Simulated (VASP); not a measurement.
# C (Cmmm) in VASP: further runs

The runs below take C through single point, with r2SCAN.

Program: VASP 6.6.1. These are calculated values, not measurements. Logs are shortened: lines on timing, memory, paths and dates and some standing lists are left out, and cuts for length are marked.

### Step 1. The cell of the first run

Symmetry: Cmmm, No. 65, orthorhombic system. The conventional cell has a = 4.241 Å, b = 8.739 Å, c = 2.505 Å, α = 90.00°, β = 90.00°, γ = 90.00°. C (site symmetry m) has 4 C at 1.53 to 1.57 Å within 2.0 Å. C (site symmetry m) has 4 C at 1.53 to 1.56 Å within 2.0 Å.

### Step 2. Single point, r2SCAN

Contents of POSCAR:

```
C
1.0
    2.1205985467     -4.3694582401      0.0000000000
    2.1205985467      4.3694582401      0.0000000000
    0.0000000000      0.0000000000      2.5047085927
C
8
Direct
    0.6481731445      0.9813388588      0.0000000000
    0.3518268555      0.0186611412      0.0000000000
    0.0186611412      0.3518268555      0.0000000000
    0.9813388588      0.6481731445      0.0000000000
    0.4047354045      0.2263276524      0.5000000000
    0.5952645955      0.7736723476      0.5000000000
    0.7736723476      0.5952645955      0.5000000000
    0.2263276524      0.4047354045      0.5000000000
```

Contents of INCAR.step1:

```
SYSTEM = C
  PREC = Accurate
  ENCUT = 520
  ISMEAR = 0
  SIGMA = 0.05
  LREAL = .False.
  LASPH = .True.
  NELM = 80
  NBANDS = 26
  GGA = PE
  ALGO = Normal
  EDIFF = 1E-4
  LWAVE = .True.
  LCHARG = .False.
```

Contents of INCAR.step2:

```
SYSTEM = C
  PREC = Accurate
  ENCUT = 520
  EDIFF = 1E-6
  ISMEAR = 0
  SIGMA = 0.05
  LREAL = .False.
  LASPH = .True.
  NELM = 80
  ALGO = Normal
  ISIF = 2
  LWAVE = .False.
  LCHARG = .False.
  METAGGA = R2SCAN
  LMIXTAU = .True.
  NBANDS = 26
  ISTART = 1
```

Contents of KPOINTS:

```
regular mesh
0
Gamma
  6 6 8
  0 0 0
```

Potentials or basis: VASP PAW PBE potentials, release 64 (C).

Run with:

```console
> cat potpaw_PBE.64/C/POTCAR > POTCAR
> cp INCAR.step1 INCAR
> mpirun -np 1 vasp_std > vasp.out
> cp INCAR.step2 INCAR
> mpirun -np 1 vasp_std > vasp.out
```

OUTCAR:

```text
SYSTEM = C
   PREC = Accurate
   ENCUT = 520
   EDIFF = 1E-6
   ISMEAR = 0
   LREAL = .False.
   LASPH = .True.
   NELM = 80
   ISIF = 2
   METAGGA = R2SCAN
   ISTART = 1

 ion  position               nearest neighbor table
   1  0.648  0.981  0.000-   6 1.53   6 1.53   2 1.56   3 1.57
   2  0.352  0.019  0.000-   5 1.53   5 1.53   1 1.56   4 1.57
   3  0.019  0.352  0.000-   8 1.53   8 1.53   4 1.56   1 1.57
   4  0.981  0.648  0.000-   7 1.53   7 1.53   3 1.56   2 1.57
   5  0.405  0.226  0.500-   2 1.53   2 1.53   8 1.56   7 1.56
   6  0.595  0.774  0.500-   1 1.53   1 1.53   7 1.56   8 1.56
   7  0.774  0.595  0.500-   4 1.53   4 1.53   6 1.56   5 1.56
   8  0.226  0.405  0.500-   3 1.53   3 1.53   5 1.56   6 1.56

  LATTYP: Found a base centered orthorhombic cell.
 ALAT       =     4.2411970934
 B/A-ratio  =     2.0604834644
 C/A-ratio  =     0.5905664221

  Lattice vectors:

 A1 = (   2.1205985467,  -4.3694582401,   0.0000000000)
 A2 = (   2.1205985467,   4.3694582401,   0.0000000000)
 A3 = (   0.0000000000,   0.0000000000,   2.5047085927)

Analysis of symmetry for initial positions (statically):
=====================================================================
 Subroutine PRICEL returns:
 Original cell was already a primitive cell.

 Routine SETGRP: Setting up the symmetry group for a
 base centered orthorhombic supercell.

 Subroutine GETGRP returns: Found  8 space group operations
 (whereof  8 operations were pure point group operations)
 out of a pool of  8 trial point group operations.

The static configuration has the point symmetry D_2h.

Analysis of symmetry for dynamics (positions and initial velocities):
=====================================================================
 Subroutine PRICEL returns:
 Original cell was already a primitive cell.

 Routine SETGRP: Setting up the symmetry group for a
 base centered orthorhombic supercell.

 Subroutine GETGRP returns: Found  8 space group operations
 (whereof  8 operations were pure point group operations)
 out of a pool of  8 trial point group operations.

The dynamic configuration has the point symmetry D_2h.

 Subroutine INISYM returns: Found  8 space group operations
 (whereof  8 operations are pure point group operations),
[... 108 lines left out ...]
   EDIFF  = 0.1E-05   stopping-criterion for ELM
   LREAL  =      F    real-space projection
   EDIFFG = 0.1E-04   stopping-criterion for IOM
   NSW    =      0    number of steps for IOM
   IBRION =     -1    ionic relax: 0-MD 1-quasi-New 2-CG
   NFREE  =      0    steps in history (QN), initial steepest desc. (CG)
   ISIF   =      2    stress and relaxation
   ISYM   =      2    0-nonsym 1-usesym 2-fastsym
   POTIM  = 0.5000    time-step for ionic-motion
   TEBEG  =    0.0;   TEEND  =   0.0 temperature during run
   PSTRESS=    0.0 pullay stress
   NELECT =      32.0000    total number of electrons
   NUPDOWN=      -1.0000    fix difference up-down
   EMIN   =  10.00;   EMAX   =-10.00  energy-range for DOS
   EFERMI =   0.00;   METHOD = LEGACY
   ISMEAR =     0;   SIGMA  =   0.05  broadening in eV -4-tet -1-fermi 0-gaus
   EFERMI_NEDOS =   21; number of points for ismear=-14 and -15
   IALGO  =     38    algorithm
   IMIX   =      4    mixing-type and parameters
     AMIX     =   0.40;   BMIX     =  1.00
     AMIX_MAG =   1.60;   BMIX_MAG =  1.00
  volume/ion in A,a.u.               =       5.80        39.15
  Fermi-wavevector in a.u.,A,eV,Ry     =   1.446218  2.732956 28.457215  2.091546
  Thomas-Fermi vector in A             =   2.564311
   LORBIT       =      0    0 simple, 1 ext, 2 COOP (PROOUT), +10 PAW based schemes
   METAGGA = R2SCAN    functional components
   LHFCALC =     F    Hartree Fock is set to
   AEXX    =    0.0000 exact exchange contribution
   IVDW    =     0    specifies the selected vdW correction
   LEPSILON=     F    determine dielectric tensor
   LRPA    =     F    only Hartree local field effects (RPA)
 non-spin polarized calculation
 Gauss-broadening in eV      SIGMA  =   0.05
  energy-cutoff  :      520.00
  volume of cell :       46.42
 maximum number of plane-waves:      1280
   NGX = 19   NGY = 19   NGZ =  9

 number of electron      32.0000003 magnetization

 Free energy of the ion-electron system (eV)
  ---------------------------------------------------
  ext. energy  EPLUGINS =         0.00000000
  ---------------------------------------------------
  free energy    TOTEN  =       -77.49764087 eV

  energy without entropy =      -77.49764087  energy(sigma->0) =      -77.49764087

 E-fermi :   9.8358     XC(G=0): -14.0737

 val. band max:        9.5856237565   @ k =   0.5000   0.5000   0.0000
 cond. band min:      13.2548038540   @ k =   0.5000   0.5000   0.2500
 fundamental gap:      3.6691800976
 Fermi energy:         9.8357860699

 k-point     1 :       0.0000    0.0000    0.0000
  band No.  band energies     occupation
      1     -13.2242      2.00000
      2      -7.8694      2.00000
      3      -6.5532      2.00000
      4      -6.4232      2.00000
      5      -5.8379      2.00000
      6      -3.2321      2.00000
[... 685 lines left out ...]
     25      20.2489      0.00000
     26      21.0147      0.00000

 [... further k-points ...]

------------------------ aborting loop because EDIFF is reached ----------------------------------------

  FORCE on cell =-STRESS in cart. coord.  units (eV):
  Direction    XX          YY          ZZ          XY          YZ          ZX
  --------------------------------------------------------------------------------------
  -------------------------------------------------------------------------------------
  Total        0.3100876      0.3110746      0.3315164     -0.0000000      0.0000000      0.0000000
  in kB       10.7033976     10.7374688     11.4430635     -0.0000000      0.0000000      0.0000000
  external PRESSURE =      10.9613100 kB  Pullay stress =       0.0000000 kB

 VOLUME and BASIS-vectors are now :
 -----------------------------------------------------------------------------
  energy-cutoff  :      520.00
  volume of cell :       46.42
      direct lattice vectors                 reciprocal lattice vectors
     2.120598547 -4.369458240  0.000000000     0.235782487 -0.114430662  0.000000000
     2.120598547  4.369458240  0.000000000     0.235782487  0.114430662  0.000000000
     0.000000000  0.000000000  2.504708593     0.000000000  0.000000000  0.399248041

 POSITION                                       TOTAL-FORCE (eV/Angst)
 -----------------------------------------------------------------------------------
      3.45554      1.45575      0.00000         0.013346      0.000385      0.000000
      0.78566     -1.45575      0.00000        -0.013346     -0.000385     -0.000000
      0.78566      1.45575      0.00000        -0.013346      0.000385     -0.000000
      3.45554     -1.45575      0.00000         0.013346     -0.000385      0.000000
      1.33823     -0.77955      1.25235        -0.015888     -0.003405      0.000000
      2.90297      0.77955      1.25235         0.015888      0.003405      0.000000
      2.90297     -0.77955      1.25235         0.015888     -0.003405      0.000000
      1.33823      0.77955      1.25235        -0.015888      0.003405     -0.000000
 -----------------------------------------------------------------------------------
    total drift:                               -0.000000     -0.000000      0.000000

  FREE ENERGIE OF THE ION-ELECTRON SYSTEM (eV)
  ---------------------------------------------------
  free  energy   TOTEN  =       -77.4976408701 eV

  energy  without entropy=      -77.4976408701  energy(sigma->0) =      -77.49764087
```

OSZICAR.step1:

```text
N       E                     dE             d eps       ncg     rms          rms(c)
DAV:   1     0.730798781987E+02    0.73080E+02   -0.16770E+04  3380   0.120E+03
DAV:   2    -0.688869477002E+02   -0.14197E+03   -0.13301E+03  4516   0.236E+02
DAV:   3    -0.743385932278E+02   -0.54516E+01   -0.54074E+01  4574   0.409E+01
DAV:   4    -0.743882331895E+02   -0.49640E-01   -0.49565E-01  4272   0.440E+00
DAV:   5    -0.743890778833E+02   -0.84469E-03   -0.84413E-03  4482   0.538E-01    0.111E+01
DAV:   6    -0.723633902016E+02    0.20257E+01   -0.13616E+00  3734   0.629E+00    0.660E+00
DAV:   7    -0.716934420247E+02    0.66995E+00   -0.15354E+00  3922   0.682E+00    0.157E+00
DAV:   8    -0.716997010475E+02   -0.62590E-02   -0.36946E-02  4412   0.112E+00    0.372E-01
DAV:   9    -0.717003042370E+02   -0.60319E-03   -0.28281E-03  4188   0.339E-01    0.454E-02
DAV:  10    -0.717003808922E+02   -0.76655E-04   -0.17146E-04  3508   0.860E-02
   1 F= -.71700381E+02 E0= -.71700381E+02  d E =-.116513E-15
```

Wall time 5.8 min (1 thread of AMD EPYC 7R43 (Zen 3), shared host); peak memory 0.16 GiB.

Results:

* Free energy: -77.4976 eV
* Pressure: 1.1 GPa
* Largest force: 0.016 eV/Å
* Band gap on the k mesh: 3.67 eV, indirect (least direct gap 5.34 eV)

Forces on the atoms (eV/Å):
```
C    0.013  0.000  0.000
C   -0.013  0.000  0.000
C   -0.013  0.000  0.000
C    0.013  0.000  0.000
C   -0.016 -0.003  0.000
C    0.016  0.003  0.000
C    0.016 -0.003  0.000
C   -0.016  0.003  0.000
```

Caveat: the PAW data sets were made with another functional, which shifts forces and pressure a little.

### Step 3. Single point, r2SCAN

POSCAR is that of step 2.

Contents of INCAR.step1:

```
SYSTEM = C
PREC = Accurate ; ENCUT = 520
ISMEAR = 0 ; SIGMA = 0.02
LREAL = .FALSE. ; LASPH = .TRUE.
NELM = 100 ; NBANDS = 26
GGA = PE ; ALGO = Normal
EDIFF = 1E-4 ; LWAVE = .TRUE.
LCHARG = .FALSE.
```

Contents of INCAR.step2:

```
SYSTEM = C
PREC = Accurate ; ENCUT = 520
EDIFF = 1E-7 ; ISMEAR = 0
SIGMA = 0.02 ; LREAL = .FALSE.
LASPH = .TRUE. ; NELM = 100
ALGO = Normal ; ISIF = 2
LWAVE = .FALSE. ; LCHARG = .FALSE.
METAGGA = R2SCAN ; LMIXTAU = .TRUE.
NBANDS = 26 ; ISTART = 1
```

Contents of KPOINTS:

```
Automatic mesh
0
G
  6 6 10
  0 0 0
```

Potentials or basis: VASP PAW PBE potentials, release 64 (C).

Run with:

```console
> cat potpaw_PBE.64/C/POTCAR > POTCAR
> cp INCAR.step1 INCAR
> mpirun -np 1 vasp_std > vasp.out
> cp INCAR.step2 INCAR
> mpirun -np 1 vasp_std > vasp.out
```

OUTCAR:

```text
SYSTEM = C
   PREC = Accurate
   ENCUT = 520
   EDIFF = 1E-7
   ISMEAR = 0
   LREAL = .FALSE.
   LASPH = .TRUE.
   NELM = 100
   ISIF = 2
   METAGGA = R2SCAN
   ISTART = 1

 ion  position               nearest neighbor table
   1  0.648  0.981  0.000-   6 1.53   6 1.53   2 1.56   3 1.57
   2  0.352  0.019  0.000-   5 1.53   5 1.53   1 1.56   4 1.57
   3  0.019  0.352  0.000-   8 1.53   8 1.53   4 1.56   1 1.57
   4  0.981  0.648  0.000-   7 1.53   7 1.53   3 1.56   2 1.57
   5  0.405  0.226  0.500-   2 1.53   2 1.53   8 1.56   7 1.56
   6  0.595  0.774  0.500-   1 1.53   1 1.53   7 1.56   8 1.56
   7  0.774  0.595  0.500-   4 1.53   4 1.53   6 1.56   5 1.56
   8  0.226  0.405  0.500-   3 1.53   3 1.53   5 1.56   6 1.56

  LATTYP: Found a base centered orthorhombic cell.
 ALAT       =     4.2411970934
 B/A-ratio  =     2.0604834644
 C/A-ratio  =     0.5905664221

  Lattice vectors:

 A1 = (   2.1205985467,  -4.3694582401,   0.0000000000)
 A2 = (   2.1205985467,   4.3694582401,   0.0000000000)
 A3 = (   0.0000000000,   0.0000000000,   2.5047085927)

Analysis of symmetry for initial positions (statically):
=====================================================================
 Subroutine PRICEL returns:
 Original cell was already a primitive cell.

 Routine SETGRP: Setting up the symmetry group for a
 base centered orthorhombic supercell.

 Subroutine GETGRP returns: Found  8 space group operations
 (whereof  8 operations were pure point group operations)
 out of a pool of  8 trial point group operations.

The static configuration has the point symmetry D_2h.

Analysis of symmetry for dynamics (positions and initial velocities):
=====================================================================
 Subroutine PRICEL returns:
 Original cell was already a primitive cell.

 Routine SETGRP: Setting up the symmetry group for a
 base centered orthorhombic supercell.
[... 134 lines left out ...]
   IALGO  =     38    algorithm
   IMIX   =      4    mixing-type and parameters
     AMIX     =   0.40;   BMIX     =  1.00
     AMIX_MAG =   1.60;   BMIX_MAG =  1.00
  volume/ion in A,a.u.               =       5.80        39.15
  Fermi-wavevector in a.u.,A,eV,Ry     =   1.446218  2.732956 28.457215  2.091546
  Thomas-Fermi vector in A             =   2.564311
   LORBIT       =      0    0 simple, 1 ext, 2 COOP (PROOUT), +10 PAW based schemes
   METAGGA = R2SCAN    functional components
   LHFCALC =     F    Hartree Fock is set to
   AEXX    =    0.0000 exact exchange contribution
   IVDW    =     0    specifies the selected vdW correction
   LEPSILON=     F    determine dielectric tensor
   LRPA    =     F    only Hartree local field effects (RPA)
 non-spin polarized calculation
 Gauss-broadening in eV      SIGMA  =   0.02
  energy-cutoff  :      520.00
  volume of cell :       46.42
 maximum number of plane-waves:      1280
   NGX = 19   NGY = 19   NGZ =  9

 number of electron      32.0000003 magnetization

 Free energy of the ion-electron system (eV)
  ---------------------------------------------------
  ext. energy  EPLUGINS =         0.00000000
  ---------------------------------------------------
  free energy    TOTEN  =       -77.49827568 eV

  energy without entropy =      -77.49827568  energy(sigma->0) =      -77.49827568

 E-fermi :   9.7388     XC(G=0): -14.0739

 val. band max:        9.5855319209   @ k =   0.5000   0.5000   0.0000
 cond. band min:      13.1118489877   @ k =   0.5000   0.5000   0.3000
 fundamental gap:      3.5263170668
 Fermi energy:         9.7387946300

 k-point     1 :       0.0000    0.0000    0.0000
  band No.  band energies     occupation
      1     -13.2244      2.00000
      2      -7.8696      2.00000
      3      -6.5533      2.00000
      4      -6.4233      2.00000
      5      -5.8380      2.00000
      6      -3.2322      2.00000
[... 685 lines left out ...]
     25      20.1162      0.00000
     26      20.8867      0.00000

 [... further k-points ...]
[... 5 lines left out ...]
  --------------------------------------------------------------------------------------
  -------------------------------------------------------------------------------------
  Total        0.3066909      0.3083067      0.3244050      0.0000000      0.0000000      0.0000000
  in kB       10.5861558     10.6419262     11.1975976      0.0000000      0.0000000      0.0000000
  external PRESSURE =      10.8085598 kB  Pullay stress =       0.0000000 kB

 VOLUME and BASIS-vectors are now :
 -----------------------------------------------------------------------------
  energy-cutoff  :      520.00
  volume of cell :       46.42
      direct lattice vectors                 reciprocal lattice vectors
     2.120598547 -4.369458240  0.000000000     0.235782487 -0.114430662  0.000000000
     2.120598547  4.369458240  0.000000000     0.235782487  0.114430662  0.000000000
     0.000000000  0.000000000  2.504708593     0.000000000  0.000000000  0.399248041

 POSITION                                       TOTAL-FORCE (eV/Angst)
 -----------------------------------------------------------------------------------
      3.45554      1.45575      0.00000         0.013765      0.000741      0.000000
      0.78566     -1.45575      0.00000        -0.013765     -0.000741      0.000000
      0.78566      1.45575      0.00000        -0.013765      0.000741      0.000000
      3.45554     -1.45575      0.00000         0.013765     -0.000741      0.000000
      1.33823     -0.77955      1.25235        -0.015713     -0.003101      0.000000
      2.90297      0.77955      1.25235         0.015713      0.003101     -0.000000
      2.90297     -0.77955      1.25235         0.015713     -0.003101     -0.000000
      1.33823      0.77955      1.25235        -0.015713      0.003101      0.000000
 -----------------------------------------------------------------------------------
    total drift:                               -0.000000     -0.000000      0.000000

  FREE ENERGIE OF THE ION-ELECTRON SYSTEM (eV)
  ---------------------------------------------------
  free  energy   TOTEN  =       -77.4982756803 eV

  energy  without entropy=      -77.4982756803  energy(sigma->0) =      -77.49827568
```

It took 6.9 min on 1 thread of AMD EPYC 7R43 (Zen 3), shared host; peak memory 0.17 GiB.

What came out:

```yaml
Free_energy: -77.4983 eV
Pressure: 1.1 GPa
Largest_force: 0.016 eV/Å
Band_gap_on_the_k_mesh: 3.53 eV, indirect (least direct gap 5.28 eV)
```

Forces on the atoms (eV/Å):
```
C    0.014  0.001  0.000
C   -0.014 -0.001  0.000
C   -0.014  0.001  0.000
C    0.014 -0.001  0.000
C   -0.016 -0.003  0.000
C    0.016  0.003  0.000
C    0.016 -0.003  0.000
C   -0.016  0.003  0.000
```

Caveat: the PAW data sets were made with another functional, which shifts forces and pressure a little.
